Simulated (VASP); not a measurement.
# C (C2/m) in VASP: further runs

Runs on C. Level: PBE. Tasks: single point.

Program: VASP 6.6.1. These are calculated values, not measurements. Logs are shortened: lines on timing, memory, paths and dates and some standing lists are left out, and cuts for length are marked.

## 1. The cell of the first run

The structure is monoclinic, space group C2/m (No. 12). The conventional cell has a = 4.197 Å, b = 2.423 Å, c = 3.714 Å, α = 90.00°, β = 111.49°, γ = 90.00°. Within 1.9 Å of C (site symmetry m) lie 3 C at 1.40 Å.

## 2. Single point, PBE (volume scaled by 0.96)

INCAR reads:

```
  PREC = Accurate
  ENCUT = 520
  EDIFF = 1E-6
  ISMEAR = -1
  SIGMA = 0.05
  LREAL = F
  LASPH = T
  NELM = 60
  ALGO = Normal
  ISIF = 2
  LWAVE = F
  LCHARG = T
  GGA = PE
  LELF = T
  LVHAR = T
  NBANDS = 11
```

KPOINTS reads:

```
regular mesh
0
Gamma
  13 13 8
```

POSCAR reads:

```
C
1.0
    2.0985692110     -1.2116819937      0.0000000000
    2.0985692110      1.2116819937      0.0000000000
   -1.3604312700      0.0000000000      3.4554887337
C
2
Direct
    0.1666444700      0.1666444700      0.9999069600
    0.8333555300      0.8333555300      0.0000930400
```

Potentials or basis: VASP PAW PBE potentials, release 64 (C).

Command:

```bash
$ cat potpaw_PBE.64/C/POTCAR > POTCAR
$ mpirun -np 1 vasp_std > vasp.out
```

OUTCAR:

```text
PREC = Accurate
   ENCUT = 520
   EDIFF = 1E-6
   ISMEAR = -1
   LREAL = F
   LASPH = T
   NELM = 60
   ISIF = 2
   GGA = PE

 ion  position               nearest neighbor table
   1  0.167  0.167  1.000-   2 1.40   2 1.40   2 1.40
   2  0.833  0.833  0.000-   1 1.40   1 1.40   1 1.40

  LATTYP: Found a base centered monoclinic cell.
 ALAT       =     4.1971384220
 B/A-ratio  =     0.5773848141
 C/A-ratio  =     0.8848045598
 COS(beta)  =    -0.3663329314

  Lattice vectors:

 A1 = (   2.0985692110,  -1.2116819937,   0.0000000000)
 A2 = (   2.0985692110,   1.2116819937,   0.0000000000)
 A3 = (  -1.3604312700,   0.0000000000,   3.4554887337)

Analysis of symmetry for initial positions (statically):
=====================================================================
 Subroutine PRICEL returns:
 Original cell was already a primitive cell.

 Routine SETGRP: Setting up the symmetry group for a
 base centered monoclinic supercell.

 Subroutine GETGRP returns: Found  4 space group operations
 (whereof  4 operations were pure point group operations)
 out of a pool of  4 trial point group operations.

The static configuration has the point symmetry C_2h.

Analysis of symmetry for dynamics (positions and initial velocities):
=====================================================================
 Subroutine PRICEL returns:
 Original cell was already a primitive cell.

 Routine SETGRP: Setting up the symmetry group for a
 base centered monoclinic supercell.

 Subroutine GETGRP returns: Found  4 space group operations
 (whereof  4 operations were pure point group operations)
 out of a pool of  4 trial point group operations.

The dynamic configuration has the point symmetry C_2h.

 Subroutine INISYM returns: Found  4 space group operations
 (whereof  4 operations are pure point group operations),
 and found     1 'primitive' translations

----------------------------------------------------------------------------------------

                                     Primitive cell

  volume of cell :      17.5732

  direct lattice vectors                    reciprocal lattice vectors
     2.098569211 -1.211681994  0.000000000     0.238257570 -0.412649526  0.093802374
     2.098569211  1.211681994  0.000000000     0.238257570  0.412649526  0.093802374
    -1.360431270  0.000000000  3.455488734     0.000000000  0.000000000  0.289394664

  length of vectors
     2.423255246  2.423255246  3.713647214     0.485638946  0.485638946  0.289394664

  position of ions in fractional coordinates (direct lattice)
     0.166644470  0.166644470  0.999906960
     0.833355530  0.833355530  0.000093040

  ion indices of the primitive-cell ions
   primitive index   ion index
                 1           1
                 2           2

----------------------------------------------------------------------------------------

 KPOINTS: regular mesh

Automatic generation of k-mesh.
 Grid dimensions read from file:
 generate k-points for:   13   13    8

 Generating k-lattice:

  Cartesian coordinates                     Fractional coordinates (reciprocal lattice)
     0.018327505 -0.031742271  0.007215567     0.076923077 -0.000000000  0.000000000
     0.018327505  0.031742271  0.007215567    -0.000000000  0.076923077  0.000000000
     0.000000000  0.000000000  0.036174333     0.000000000  0.000000000  0.125000000

  Length of vectors
     0.037356842  0.037356842  0.036174333

  Shift w.r.t. Gamma in fractional coordinates (k-lattice)
     0.000000000  0.000000000  0.000000000

 Subroutine IBZKPT returns following result:
 ===========================================

 Found    371 irreducible k-points:

 Following reciprocal coordinates:
            Coordinates               Weight
  0.000000  0.000000  0.000000      1.000000
  0.076923  0.000000  0.000000      4.000000
  0.153846  0.000000  0.000000      4.000000
  0.230769  0.000000  0.000000      4.000000
  0.307692  0.000000  0.000000      4.000000
  0.384615  0.000000  0.000000      4.000000
[... 16 lines left out ...]
  0.384615  0.153846  0.000000      4.000000
  0.461538  0.153846  0.000000      4.000000
 [... further k-points ...]
   k-points           NKPTS =    371   k-points in BZ     NKDIM =    371   number of bands    NBANDS=     11
   number of dos      NEDOS =    301   number of ions     NIONS =      2
   total plane-waves  NPLWV =   9072
   dimension x,y,z NGX =    18 NGY =   18 NGZ =   28
   dimension x,y,z NGXF=    36 NGYF=   36 NGZF=   56
   ions per type =               2
   NGX,Y,Z   is equivalent  to a cutoff of  12.35, 12.35, 12.53 a.u.
   NGXF,Y,Z  is equivalent  to a cutoff of  24.70, 24.70, 25.07 a.u.
 SYSTEM =  unknown system
   PREC   = accura    normal or accurate (medium, high low for compatibility)
   ISTART =      0    job   : 0-new  1-cont  2-samecut
   ICHARG =      2    charge: 1-file 2-atom 10-const
   ISPIN  =      1    spin polarized calculation?
   LNONCOLLINEAR =      F non collinear calculations
   LSORBIT =      F    spin-orbit coupling
   LASPH  =      T    aspherical Exc in radial PAW
   ENCUT  =  520.0 eV  38.22 Ry    6.18 a.u.   4.51  4.51  6.90*2*pi/ulx,y,z
   NELM   =     60;   NELMIN=  2; NELMDL= -5     # of ELM steps
   EDIFF  = 0.1E-05   stopping-criterion for ELM
   LREAL  =      F    real-space projection
   EDIFFG = 0.1E-04   stopping-criterion for IOM
   NSW    =      0    number of steps for IOM
   IBRION =     -1    ionic relax: 0-MD 1-quasi-New 2-CG
   NFREE  =      0    steps in history (QN), initial steepest desc. (CG)
   ISIF   =      2    stress and relaxation
   ISYM   =      2    0-nonsym 1-usesym 2-fastsym
   POTIM  = 0.5000    time-step for ionic-motion
   TEBEG  =    0.0;   TEEND  =   0.0 temperature during run
   PSTRESS=    0.0 pullay stress
   NELECT =       8.0000    total number of electrons
   NUPDOWN=      -1.0000    fix difference up-down
   EMIN   =  10.00;   EMAX   =-10.00  energy-range for DOS
   EFERMI =   0.00;   METHOD = LEGACY
   ISMEAR =    -1;   SIGMA  =   0.05  broadening in eV -4-tet -1-fermi 0-gaus
   EFERMI_NEDOS =   21; number of points for ismear=-14 and -15
   IALGO  =     38    algorithm
   IMIX   =      4    mixing-type and parameters
     AMIX     =   0.40;   BMIX     =  1.00
     AMIX_MAG =   1.60;   BMIX_MAG =  1.00
  volume/ion in A,a.u.               =       8.79        59.29
  Fermi-wavevector in a.u.,A,eV,Ry     =   1.259373  2.379870 21.579114  1.586020
  Thomas-Fermi vector in A             =   2.392936
   LORBIT       =      0    0 simple, 1 ext, 2 COOP (PROOUT), +10 PAW based schemes
   GGA     = PE    functional components
   LHFCALC =     F    Hartree Fock is set to
   AEXX    =    0.0000 exact exchange contribution
   IVDW    =     0    specifies the selected vdW correction
   LEPSILON=     F    determine dielectric tensor
   LRPA    =     F    only Hartree local field effects (RPA)
 non-spin polarized calculation
  energy-cutoff  :      520.00
  volume of cell :       17.57
 maximum number of plane-waves:       489
 NGX is ok and might be reduce to    18
   NGX =  9   NGY =  9   NGZ = 13

 number of electron       8.0000001 magnetization

 Free energy of the ion-electron system (eV)
  ---------------------------------------------------
  ext. energy  EPLUGINS =         0.00000000
  ---------------------------------------------------
  free energy    TOTEN  =       -18.38779415 eV

  energy without entropy =      -18.38779319  energy(sigma->0) =      -18.38779367

 E-fermi :   4.7970     XC(G=0): -10.2198

 val. band max:        4.3420974035   @ k =  -0.3077   0.3077   0.0000
 cond. band min:       5.2853252687   @ k =  -0.3077   0.3846   0.3750
 fundamental gap:      0.9432278652
 Fermi energy:         4.7970444606

 k-point     1 :       0.0000    0.0000    0.0000
  band No.  band energies     occupation
      1     -15.3069      2.00000
      2      -2.3469      2.00000
      3       1.7438      2.00000
      4       1.7474      2.00000
      5       8.5840      0.00000
      6      13.4307      0.00000
      7      13.4329      0.00000
      8      16.7475      0.00000
      9      18.5380      0.00000
     10      28.0911      0.00000
     11      29.5709      0.00000

 k-point     2 :       0.0769    0.0000    0.0000
  band No.  band energies     occupation
      1     -15.1602      2.00000
      2      -2.1906      2.00000
      3       1.1744      2.00000
      4       1.4399      2.00000
      5       8.7899      0.00000
      6      13.5155      0.00000
      7      14.0586      0.00000
      8      16.2203      0.00000
      9      18.7768      0.00000
     10      28.5551      0.00000
     11      28.9570      0.00000

 k-point     3 :       0.1538    0.0000    0.0000
  band No.  band energies     occupation
      1     -14.7220      2.00000
      2      -1.7247      2.00000
      3      -0.2975      2.00000
      4       0.7012      2.00000
      5       9.4069      0.00000
      6      13.5690      0.00000
      7      14.8098      0.00000
      8      15.7414      0.00000
      9      19.5281      0.00000
     10      27.0113      0.00000
     11      29.7076      0.00000

 k-point     4 :       0.2308    0.0000    0.0000
  band No.  band energies     occupation
      1     -13.9966      2.00000
      2      -2.2418      2.00000
      3      -0.9595      2.00000
      4      -0.1558      2.00000
      5      10.4213      0.00000
      6      12.8406      0.00000
      7      13.4566      0.00000
      8      18.1157      0.00000
      9      20.5984      0.00000
     10      24.9928      0.00000
     11      28.0370      0.00000
[... 239 lines left out ...]
 k-point    22 :       0.3077    0.1538    0.0000
  band No.  band energies     occupation
      1     -13.5384      2.00000
      2      -2.5923      2.00000
      3      -1.3832      2.00000
      4      -0.7362      2.00000
      5      11.6040      0.00000
      6      11.9310      0.00000
      7      14.9875      0.00000
      8      16.8619      0.00000
      9      22.1744      0.00000
     10      22.8277      0.00000
     11      29.0192      0.00000

 k-point    23 :       0.3846    0.1538    0.0000
  band No.  band energies     occupation
      1     -12.5393      2.00000
      2      -4.2715      2.00000
      3      -2.4162      2.00000
      4       0.2711      2.00000
      5      10.1416      0.00000
      6      13.0447      0.00000
      7      15.4106      0.00000
      8      17.9732      0.00000
      9      20.7429      0.00000
     10      23.9176      0.00000
     11      27.5465      0.00000

 k-point    24 :       0.4615    0.1538    0.0000
  band No.  band energies     occupation
      1     -11.2865      2.00000
      2      -6.1611      2.00000
      3      -3.0586      2.00000
      4       1.5065      2.00000
      5       8.3307      0.00000
      6      14.6166      0.00000
      7      15.3589      0.00000
      8      18.6830      0.00000
      9      20.0449      0.00000
     10      23.6648      0.00000
     11      28.1606      0.00000

 [... further k-points ...]
[... 5 lines left out ...]
  --------------------------------------------------------------------------------------
  -------------------------------------------------------------------------------------
  Total        2.5590384      2.5507132      0.2714177      0.0000000      0.0000000     -0.0037358
  in kB      233.3113987    232.5523739     24.7455618      0.0000000      0.0000000     -0.3405991
  external PRESSURE =     163.5364448 kB  Pullay stress =       0.0000000 kB

 VOLUME and BASIS-vectors are now :
 -----------------------------------------------------------------------------
  energy-cutoff  :      520.00
  volume of cell :       17.57
      direct lattice vectors                 reciprocal lattice vectors
     2.098569211 -1.211681994  0.000000000     0.238257570 -0.412649526  0.093802374
     2.098569211  1.211681994  0.000000000     0.238257570  0.412649526  0.093802374
    -1.360431270  0.000000000  3.455488734     0.000000000  0.000000000  0.289394664

 POSITION                                       TOTAL-FORCE (eV/Angst)
 -----------------------------------------------------------------------------------
     -0.66087      0.00000      3.45517        -0.002385      0.000000      0.003241
      3.49758      0.00000      0.00032         0.002385      0.000000     -0.003241
 -----------------------------------------------------------------------------------
    total drift:                               -0.000000     -0.000000      0.000000

  FREE ENERGIE OF THE ION-ELECTRON SYSTEM (eV)
  ---------------------------------------------------
  free  energy   TOTEN  =       -18.3877941549 eV

  energy  without entropy=      -18.3877931946  energy(sigma->0) =      -18.38779367
```

Wall time 22 s (1 thread of Intel Xeon 6975P-C (Granite Rapids), shared host); peak memory 0.16 GiB.

What came out:

| Quantity | Value |
| --- | --- |
| Free energy | -18.3878 eV |
| Pressure | 16.4 GPa |
| Largest force | 0.004 eV/Å |
| Band gap on the k mesh | 0.94 eV, indirect (least direct gap 0.95 eV) |

Forces in eV/Å, atoms in the order of the input:
```
C   -0.002  0.000  0.003
C    0.002  0.000 -0.003
```

Caveat: this functional lacks dispersion, which binds the layers, so the pressure and a relaxed spacing across them are unreliable.

## 3. Single point, PBE (volume scaled by 0.98)

INCAR reads:

```
SYSTEM = C
PREC = Accurate
ENCUT = 520
EDIFF = 1E-6
ISMEAR = -1
SIGMA = 0.05
LREAL = .False.
LASPH = .True.
NELM = 80
ALGO = Normal
ISIF = 2
LWAVE = .False.
LCHARG = .False.
GGA = PE
NBANDS = 11
```

KPOINTS reads:

```
regular mesh
0
Gamma
  13 13 8
  0 0 0
```

POSCAR reads:

```
C
1.0
    2.1130425595     -1.2200386853      0.0000000000
    2.1130425595      1.2200386853      0.0000000000
   -1.3698138511      0.0000000000      3.4793204435
C
2
Direct
    0.1666444700      0.1666444700      0.9999069600
    0.8333555300      0.8333555300      0.0000930400
```

Potentials or basis: VASP PAW PBE potentials, release 64 (C).

Command:

```bash
$ cat potpaw_PBE.64/C/POTCAR > POTCAR
$ mpirun -np 1 vasp_std > vasp.out
```

It took 24 s on 1 thread of Intel Xeon 6975P-C (Granite Rapids), shared host; peak memory 0.16 GiB.

It converged, with:

```
Free energy            : -18.4181 eV
Pressure               : 10.0 GPa
Largest force          : 0.004 eV/Å
Band gap on the k mesh : 0.94 eV, indirect (least direct gap 0.95 eV)
```

Forces in eV/Å, atoms in the order of the input:
```
C   -0.002  0.000  0.004
C    0.002  0.000 -0.004
```

Stress tensor (GPa, compression positive):
```
13.93  0.00 -0.03
 0.00 13.85  0.00
-0.03  0.00  2.28
```

Levels at points of the mesh, in eV from the valence-band top:
```
           k point  band 1  band 2  band 3  band 4  band 5  band 6  band 7  band 8
(0.00, 0.00, 0.00)  -19.48   -6.57   -2.61   -2.61    4.27    8.95    8.95   12.15
(0.00, 0.00, 0.50)  -19.26   -8.18   -2.62   -2.62    8.91    8.91   10.01   12.30
```

Caveat: this functional lacks dispersion, which binds the layers, so the pressure and a relaxed spacing across them are unreliable. A k mesh can miss the band edges.

## 4. Single point, PBE (volume scaled by 1.04)

INCAR reads:

```
SYSTEM = C
PREC     = Accurate       ! precision mode
ENCUT    = 520            ! plane-wave cutoff, eV
EDIFF    = 1E-6           ! SCF threshold, eV
ISMEAR   = -1             ! smearing method
SIGMA    = 0.05           ! smearing width, eV
LREAL    = .False.        ! projectors in reciprocal space
LASPH    = .True.         ! aspherical terms in the spheres
NELM     = 100            ! most SCF steps
ALGO     = Normal         ! electronic algorithm
ISIF     = 2              ! what is computed and relaxed
LWAVE    = .False.        ! write WAVECAR
LCHARG   = .False.        ! write CHGCAR
GGA      = PE             ! functional
NBANDS   = 11             ! bands
```

KPOINTS is that of step 3.

POSCAR reads:

```
C
1.0
    2.1553145742     -1.2444459046      0.0000000000
    2.1553145742      1.2444459046      0.0000000000
   -1.3972173651      0.0000000000      3.5489252341
C
2
Direct
    0.1666444700      0.1666444700      0.9999069600
    0.8333555300      0.8333555300      0.0000930400
```

Command:

```bash
$ cat potpaw_PBE.64/C/POTCAR > POTCAR
$ mpirun -np 1 vasp_std > vasp.out
```

Wall time 24 s (1 thread of Intel Xeon 6975P-C (Granite Rapids), shared host); peak memory 0.17 GiB.

It converged, with:

- Free energy: -18.4306 eV
- Pressure: -5.9 GPa
- Largest force: 0.005 eV/Å
- Band gap on the k mesh: 0.92 eV, indirect (least direct gap 0.93 eV)

Forces in eV/Å, atoms in the order of the input:
```
C   -0.002  0.000  0.004
C    0.002  0.000 -0.004
```

Stress tensor (GPa, compression positive):
```
-9.71  0.00 -0.03
 0.00 -9.78  0.00
-0.03  0.00  1.79
```

Levels at points of the mesh, in eV from the valence-band top:
| k point | band 2 | band 3 | band 4 | band 5 | band 6 | band 7 |
| --- | --- | --- | --- | --- | --- | --- |
| (0.00, 0.00, 0.00) | -6.25 | -2.64 | -2.64 | 4.36 | 8.55 | 8.55 |
| (0.00, 0.00, 0.50) | -7.73 | -2.65 | -2.65 | 8.52 | 8.52 | 9.78 |

Caveat: this functional lacks dispersion, which binds the layers, so the pressure and a relaxed spacing across them are unreliable.

## 5. Summary

```tsv
cell	gap on the mesh (eV)	pressure (GPa)
a = 2.423, b = 2.423, c = 3.714 Å, angles 108.5, 108.5, 60.0°, 2 atoms	0.94	16.4
a = 2.440, b = 2.440, c = 3.739 Å, angles 108.5, 108.5, 60.0°, 2 atoms	0.94	10.0
a = 2.489, b = 2.489, c = 3.814 Å, angles 108.5, 108.5, 60.0°, 2 atoms	0.92	-5.9
```

Alike in all rows: task single point; level PBE; potentials or basis VASP PAW PBE potentials, release 64 (C); no spin polarisation; k mesh 13 × 13 × 8; cutoff (eV) 520; smearing fermi-dirac 0.05 eV.

Caveats: this functional lacks dispersion, which binds the layers, so the pressure and a relaxed spacing across them are unreliable.

Absolute energies hang on the potentials; compare differences alone.
